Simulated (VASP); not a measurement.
# AgBr (Fm-3m) in VASP: a series of runs

The runs below take AgBr through single point, with r2SCAN.

All numbers are computed with VASP 6.6.1; they aren't measurements. Logs are shortened: lines on timing, memory, paths and dates and some standing lists are left out, and cuts for length are marked.

### 1 The cell of the first run

The structure is cubic, space group Fm-3m (No. 225). The conventional cell has a = 5.647 Å, b = 5.647 Å, c = 5.647 Å, α = 90.00°, β = 90.00°, γ = 90.00°. Within 3.7 Å of Ag (site symmetry m-3m) lie 6 Br at 2.82 Å. Within 3.7 Å of Br (site symmetry m-3m) lie 6 Ag at 2.82 Å.

### 2 Single point, r2SCAN

The input, POSCAR:

```
AgBr
1.0
    2.8235851708      2.8235851708      0.0000000000
   -2.8235851708      2.8235851708      0.0000000000
    0.0000000000      2.8235851708      2.8235851708
Ag Br
1 1
Direct
    0.0000000000      0.0000000000      0.0000000000
    0.5000000000      0.5000000000      0.0000000000
```

The input, INCAR.step1:

```
SYSTEM = AgBr
PREC = Accurate
ENCUT = 550
ISMEAR = 0
SIGMA = 0.01
LREAL = .FALSE.
LASPH = .TRUE.
NELM = 120
NBANDS = 16
GGA = PE
ALGO = Normal
EDIFF = 1E-5
LWAVE = .TRUE.
LCHARG = .FALSE.
GGA_COMPAT = .FALSE.
```

The input, INCAR.step2:

```
SYSTEM = AgBr
PREC = Accurate
ENCUT = 550
EDIFF = 1E-6
ISMEAR = 0
SIGMA = 0.01
LREAL = .FALSE.
LASPH = .TRUE.
NELM = 120
ALGO = Normal
ISIF = 2
LWAVE = .FALSE.
LCHARG = .TRUE.
METAGGA = R2SCAN
LMIXTAU = .TRUE.
LELF = .TRUE.
LVHAR = .TRUE.
NBANDS = 16
ISTART = 1
GGA_COMPAT = .FALSE.
```

The input, KPOINTS:

```
regular mesh
0
G
  8 8 8
  0 0 0
```

Potentials or basis: VASP PAW PBE potentials, release 64 (Ag, Br).

On the command line:

```bash
$ cat potpaw_PBE.64/Ag/POTCAR potpaw_PBE.64/Br/POTCAR > POTCAR
$ cp INCAR.step1 INCAR
$ mpirun -np 1 vasp_std > vasp.out
$ cp INCAR.step2 INCAR
$ mpirun -np 1 vasp_std > vasp.out
```

OUTCAR:

```text
SYSTEM = AgBr
   PREC = Accurate
   ENCUT = 550
   EDIFF = 1E-6
   ISMEAR = 0
   LREAL = .FALSE.
   LASPH = .TRUE.
   NELM = 120
   ISIF = 2
   METAGGA = R2SCAN
   ISTART = 1

 ion  position               nearest neighbor table
   1  0.000  0.000  0.000-   2 2.82   2 2.82   2 2.82   2 2.82   2 2.82   2 2.82
   2  0.500  0.500  0.000-   1 2.82   1 2.82   1 2.82   1 2.82   1 2.82   1 2.82

  LATTYP: Found a face centered cubic cell.
 ALAT       =     5.6471703416

  Lattice vectors:

 A1 = (   0.0000000000,   2.8235851708,   2.8235851708)
 A2 = (   2.8235851708,   0.0000000000,   2.8235851708)
 A3 = (   2.8235851708,   2.8235851708,   0.0000000000)

Analysis of symmetry for initial positions (statically):
=====================================================================
 Subroutine PRICEL returns:
 Original cell was already a primitive cell.

 Routine SETGRP: Setting up the symmetry group for a
 face centered cubic supercell.

 Subroutine GETGRP returns: Found 48 space group operations
 (whereof 48 operations were pure point group operations)
 out of a pool of 48 trial point group operations.

The static configuration has the point symmetry O_h .

Analysis of symmetry for dynamics (positions and initial velocities):
=====================================================================
 Subroutine PRICEL returns:
 Original cell was already a primitive cell.

 Routine SETGRP: Setting up the symmetry group for a
 face centered cubic supercell.

 Subroutine GETGRP returns: Found 48 space group operations
 (whereof 48 operations were pure point group operations)
 out of a pool of 48 trial point group operations.

The dynamic configuration has the point symmetry O_h .

 Subroutine INISYM returns: Found 48 space group operations
 (whereof 48 operations are pure point group operations),
 and found     1 'primitive' translations

----------------------------------------------------------------------------------------

                                     Primitive cell

  volume of cell :      45.0228

  direct lattice vectors                    reciprocal lattice vectors
     2.823585171  2.823585171  0.000000000     0.177079836  0.177079836 -0.177079836
    -2.823585171  2.823585171  0.000000000    -0.177079836  0.177079836 -0.177079836
     0.000000000  2.823585171  2.823585171     0.000000000  0.000000000  0.354159673

  length of vectors
     3.993152443  3.993152443  3.993152443     0.306711274  0.306711274  0.354159673

  position of ions in fractional coordinates (direct lattice)
     0.000000000  0.000000000  0.000000000
     0.500000000  0.500000000  0.000000000

  ion indices of the primitive-cell ions
   primitive index   ion index
                 1           1
                 2           2

----------------------------------------------------------------------------------------

 KPOINTS: regular mesh

Automatic generation of k-mesh.
 Grid dimensions read from file:
 generate k-points for:    8    8    8

 Generating k-lattice:

  Cartesian coordinates                     Fractional coordinates (reciprocal lattice)
     0.022134980  0.022134980 -0.022134980     0.125000000  0.000000000  0.000000000
    -0.022134980  0.022134980 -0.022134980     0.000000000  0.125000000  0.000000000
     0.000000000  0.000000000  0.044269959     0.000000000  0.000000000  0.125000000

  Length of vectors
     0.038338909  0.038338909  0.044269959

  Shift w.r.t. Gamma in fractional coordinates (k-lattice)
     0.000000000  0.000000000  0.000000000

 Subroutine IBZKPT returns following result:
 ===========================================

 Found     29 irreducible k-points:

 Following reciprocal coordinates:
            Coordinates               Weight
  0.000000  0.000000  0.000000      1.000000
  0.125000  0.000000  0.000000      8.000000
  0.250000  0.000000  0.000000      8.000000
  0.375000  0.000000  0.000000      8.000000
  0.500000  0.000000  0.000000      4.000000
  0.125000  0.125000  0.000000     12.000000
[... 16 lines left out ...]
  0.375000  0.250000  0.125000     48.000000
  0.500000  0.250000  0.125000     24.000000
 [... further k-points ...]
   k-points           NKPTS =     29   k-points in BZ     NKDIM =     29   number of bands    NBANDS=     16
   number of dos      NEDOS =    301   number of ions     NIONS =      2
   total plane-waves  NPLWV =  32768
   dimension x,y,z NGX =    32 NGY =   32 NGZ =   32
   dimension x,y,z NGXF=    64 NGYF=   64 NGZF=   64
   ions per type =               1   1
   NGX,Y,Z   is equivalent  to a cutoff of  13.32, 13.32, 13.32 a.u.
   NGXF,Y,Z  is equivalent  to a cutoff of  26.64, 26.64, 26.64 a.u.
 SYSTEM =  AgBr
   PREC   = accura    normal or accurate (medium, high low for compatibility)
   ISTART =      1    job   : 0-new  1-cont  2-samecut
   ICHARG =      0    charge: 1-file 2-atom 10-const
   ISPIN  =      1    spin polarized calculation?
   LNONCOLLINEAR =      F non collinear calculations
   LSORBIT =      F    spin-orbit coupling
   LASPH  =      T    aspherical Exc in radial PAW
   ENCUT  =  550.0 eV  40.42 Ry    6.36 a.u.   7.64  7.64  7.64*2*pi/ulx,y,z
   NELM   =    120;   NELMIN=  2; NELMDL=  0     # of ELM steps
   EDIFF  = 0.1E-05   stopping-criterion for ELM
   LREAL  =      F    real-space projection
   EDIFFG = 0.1E-04   stopping-criterion for IOM
   NSW    =      0    number of steps for IOM
   IBRION =     -1    ionic relax: 0-MD 1-quasi-New 2-CG
   NFREE  =      0    steps in history (QN), initial steepest desc. (CG)
   ISIF   =      2    stress and relaxation
   ISYM   =      2    0-nonsym 1-usesym 2-fastsym
   POTIM  = 0.5000    time-step for ionic-motion
   TEBEG  =    0.0;   TEEND  =   0.0 temperature during run
   PSTRESS=    0.0 pullay stress
   NELECT =      18.0000    total number of electrons
   NUPDOWN=      -1.0000    fix difference up-down
   EMIN   =  10.00;   EMAX   =-10.00  energy-range for DOS
   EFERMI =   0.00;   METHOD = LEGACY
   ISMEAR =     0;   SIGMA  =   0.01  broadening in eV -4-tet -1-fermi 0-gaus
   EFERMI_NEDOS =   21; number of points for ismear=-14 and -15
   IALGO  =     38    algorithm
   IMIX   =      4    mixing-type and parameters
     AMIX     =   0.40;   BMIX     =  1.00
     AMIX_MAG =   1.60;   BMIX_MAG =  1.00
  volume/ion in A,a.u.               =      22.51       151.91
  Fermi-wavevector in a.u.,A,eV,Ry     =   1.206021  2.279049 19.789484  1.454486
  Thomas-Fermi vector in A             =   2.341700
   LORBIT       =      0    0 simple, 1 ext, 2 COOP (PROOUT), +10 PAW based schemes
   METAGGA = R2SCAN    functional components
   LHFCALC =     F    Hartree Fock is set to
   AEXX    =    0.0000 exact exchange contribution
   IVDW    =     0    specifies the selected vdW correction
   LEPSILON=     F    determine dielectric tensor
   LRPA    =     F    only Hartree local field effects (RPA)
 non-spin polarized calculation
 Gauss-broadening in eV      SIGMA  =   0.01
  energy-cutoff  :      550.00
  volume of cell :       45.02
 maximum number of plane-waves:      1363
   NGX = 15   NGY = 15   NGZ = 15

 number of electron      18.0000002 magnetization

 Free energy of the ion-electron system (eV)
  ---------------------------------------------------
  ext. energy  EPLUGINS =         0.00000000
  ---------------------------------------------------
  free energy    TOTEN  =       -35.47551309 eV

  energy without entropy =      -35.47551309  energy(sigma->0) =      -35.47551309

 E-fermi :   4.0003     XC(G=0): -10.6389

 val. band max:        3.9496047926   @ k =   0.5000   0.0000   0.0000
 cond. band min:       5.2046525962   @ k =   0.0000   0.0000   0.0000
 fundamental gap:      1.2550478036
 Fermi energy:         4.0002635369

 k-point     1 :       0.0000    0.0000    0.0000
  band No.  band energies     occupation
      1     -12.0036      2.00000
      2       0.9432      2.00000
      3       0.9432      2.00000
      4       0.9432      2.00000
      5       0.9494      2.00000
      6       0.9494      2.00000
[... 8 lines left out ...]
     15      16.8295      0.00000
     16      16.8295      0.00000

 k-point     2 :       0.1250    0.0000    0.0000
  band No.  band energies     occupation
      1     -11.9330      2.00000
      2       0.4568      2.00000
      3       0.4568      2.00000
      4       0.5077      2.00000
      5       0.9916      2.00000
      6       0.9916      2.00000
[... 8 lines left out ...]
     15      15.6458      0.00000
     16      16.0273      0.00000

 k-point     3 :       0.2500    0.0000    0.0000
  band No.  band energies     occupation
      1     -11.7543      2.00000
      2      -0.5913      2.00000
      3      -0.1315      2.00000
      4      -0.1315      2.00000
      5       1.1099      2.00000
      6       1.1099      2.00000
[... 8 lines left out ...]
     15      15.9540      0.00000
     16      15.9540      0.00000

 k-point     4 :       0.3750    0.0000    0.0000
  band No.  band energies     occupation
      1     -11.5618      2.00000
      2      -1.4861      2.00000
      3      -0.5188      2.00000
      4      -0.5188      2.00000
      5       1.2328      2.00000
      6       1.2328      2.00000
[... 8 lines left out ...]
     15      17.0307      0.00000
     16      17.0307      0.00000
[... 324 lines left out ...]
 k-point    22 :       0.2500    0.2500    0.1250
  band No.  band energies     occupation
      1     -11.6427      2.00000
      2      -1.0519      2.00000
      3      -0.1992      2.00000
      4       0.2078      2.00000
      5       1.0490      2.00000
      6       1.2130      2.00000
[... 8 lines left out ...]
     15      18.1713      0.00000
     16      18.9373      0.00000

 k-point    23 :       0.3750    0.2500    0.1250
  band No.  band energies     occupation
      1     -11.5036      2.00000
      2      -1.2906      2.00000
      3      -0.5203      2.00000
      4      -0.2276      2.00000
      5       1.1577      2.00000
      6       1.2935      2.00000
[... 8 lines left out ...]
     15      18.5555      0.00000
     16      18.9260      0.00000

 k-point    24 :       0.5000    0.2500    0.1250
  band No.  band energies     occupation
      1     -11.4439      2.00000
      2      -1.3650      2.00000
      3      -0.5647      2.00000
      4      -0.5243      2.00000
      5       1.2344      2.00000
      6       1.2921      2.00000
[... 8 lines left out ...]
     15      17.4730      0.00000
     16      19.1776      0.00000

 [... further k-points ...]
[... 5 lines left out ...]
  --------------------------------------------------------------------------------------
  -------------------------------------------------------------------------------------
  Total        1.1034119      1.1034119      1.1034119     -0.0000000      0.0000000     -0.0000000
  in kB       39.2659010     39.2659010     39.2659010     -0.0000000      0.0000000     -0.0000000
  external PRESSURE =      39.2659010 kB  Pullay stress =       0.0000000 kB

 VOLUME and BASIS-vectors are now :
 -----------------------------------------------------------------------------
  energy-cutoff  :      550.00
  volume of cell :       45.02
      direct lattice vectors                 reciprocal lattice vectors
     2.823585171  2.823585171  0.000000000     0.177079836  0.177079836 -0.177079836
    -2.823585171  2.823585171  0.000000000    -0.177079836  0.177079836 -0.177079836
     0.000000000  2.823585171  2.823585171     0.000000000  0.000000000  0.354159673

 POSITION                                       TOTAL-FORCE (eV/Angst)
 -----------------------------------------------------------------------------------
      0.00000      0.00000      0.00000         0.000000     -0.000000      0.000000
      0.00000      2.82359      0.00000        -0.000000      0.000000      0.000000
 -----------------------------------------------------------------------------------
    total drift:                                0.000000     -0.000000     -0.000000

  FREE ENERGIE OF THE ION-ELECTRON SYSTEM (eV)
  ---------------------------------------------------
  free  energy   TOTEN  =       -35.4755130910 eV

  energy  without entropy=      -35.4755130910  energy(sigma->0) =      -35.47551309
```

Wall time 44 s (1 thread of AMD EPYC 9R45 (Zen 5), shared host); peak memory 0.16 GiB.

What came out:

| Item | Value |
| --- | --- |
| Free energy | -35.4755 eV |
| Pressure | 3.9 GPa |
| Band gap on the k mesh | 1.26 eV, indirect (least direct gap 3.48 eV) |

Levels at points of the mesh, in eV from the valence-band top:
```tsv
k point	band 5	band 6	band 7	band 8	band 9	band 10	band 11	band 12	band 13	band 14
(0.00, 0.00, 0.00)	-3.00	-3.00	-2.22	-2.22	-2.22	1.26	10.40	10.40	10.40	11.53
(0.50, 0.00, 0.00)	-2.66	-2.66	-2.29	0.00	0.00	4.10	7.26	7.26	7.55	12.95
(0.50, 0.50, 0.00)	-3.20	-2.82	-2.55	-2.55	-2.38	2.03	7.33	9.94	12.15	12.15
```

Caveat: the PAW data sets were made with another functional, which shifts forces and pressure a little.

### 3 Single point, r2SCAN

This run uses another cell than the first one, of 23.26 Å³/atom, 1.033 times its volume.

The input, POSCAR:

```
AgBr
1.0
    2.8545261007      2.8545261007      0.0000000000
   -2.8545261007      2.8545261007      0.0000000000
    0.0000000000      2.8545261007      2.8545261007
Ag Br
1 1
Direct
    0.0000000000      0.0000000000      0.0000000000
    0.5000000000      0.5000000000      0.0000000000
```

The input, INCAR.step1:

```
PREC = Accurate
ENCUT = 550
ISMEAR = 0
SIGMA = 0.01
LREAL = F
LASPH = T
NELM = 120
NBANDS = 16
GGA = PE
ALGO = Normal
EDIFF = 1E-5
LWAVE = T
LCHARG = F
GGA_COMPAT = F
```

The input, INCAR.step2:

```
PREC = Accurate
ENCUT = 550
EDIFF = 1E-6
ISMEAR = 0
SIGMA = 0.01
LREAL = F
LASPH = T
NELM = 120
ALGO = Normal
ISIF = 2
LWAVE = F
LCHARG = T
METAGGA = R2SCAN
LMIXTAU = T
LELF = T
LVHAR = T
NBANDS = 16
ISTART = 1
GGA_COMPAT = F
```

The input, KPOINTS:

```
regular mesh
0
Gamma
  8 8 8
```

Potentials or basis: VASP PAW PBE potentials, release 64 (Ag, Br).

On the command line:

```bash
$ cat potpaw_PBE.64/Ag/POTCAR potpaw_PBE.64/Br/POTCAR > POTCAR
$ cp INCAR.step1 INCAR
$ mpirun -np 1 vasp_std > vasp.out
$ cp INCAR.step2 INCAR
$ mpirun -np 1 vasp_std > vasp.out
```

It took 46 s on 1 thread of AMD EPYC 9R45 (Zen 5), shared host; peak memory 0.16 GiB.

The run converged. Its results:

```
Free energy            : -35.5031 eV
Pressure               : 1.9 GPa
Band gap on the k mesh : 1.25 eV, indirect (least direct gap 3.34 eV)
```

Levels at points of the mesh, in eV from the valence-band top:
| k point | band 7 | band 8 | band 9 | band 10 | band 11 | band 12 |
| --- | --- | --- | --- | --- | --- | --- |
| (0.00, 0.00, 0.00) | -2.10 | -2.10 | -2.10 | 1.25 | 10.41 | 10.41 |
| (0.50, 0.00, 0.00) | -2.18 | 0.00 | 0.00 | 4.20 | 7.33 | 7.33 |
| (0.50, 0.50, 0.00) | -2.43 | -2.43 | -2.29 | 2.11 | 7.39 | 9.79 |

Caveat: the PAW data sets were made with another functional, which shifts forces and pressure a little.

[end of part 1 of 2]
